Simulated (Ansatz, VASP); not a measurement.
## Ti in VASP and in Ansatz

```
CELL_PARAMETERS angstrom
-1.74700 1.74700 1.46486
1.74700 -1.74700 1.46486
1.50823 1.50823 -1.46486
ATOMIC_POSITIONS crystal
Ti 0.00000 0.00000 0.00000
```

Change from the starting cell: engineering shear strain xy -0.1467, normal strain along z -0.1000.

Alike in both runs: task single point; functional PBE; k mesh 20 × 20 × 20; occupations gaussian, width 0.15 eV; no spin polarisation.

```csv
,VASP,Ansatz
version,VASP 6.6.1,Ansatz 0.2.0
potentials or method,"VASP PAW PBE potentials, release 64 (Ti_sv), cutoff 520 eV","scalar-relativistic, plane waves, PAW"
valence electrons in the cell,12,12
```

Ansatz gave:

* gap on the k mesh at the Fermi level (eV): none
* pressure (GPa): 13.9
* traceless stress, the component that is largest in VASP (GPa): 6.93

**Question.** Which values does VASP return?

**Answer.** gap on the k mesh at the Fermi level (eV): none; pressure (GPa): 13.6; traceless stress, the component that is largest in VASP (GPa): 6.97.

A gap of «none» marks a metal or a gap that the smearing closes.
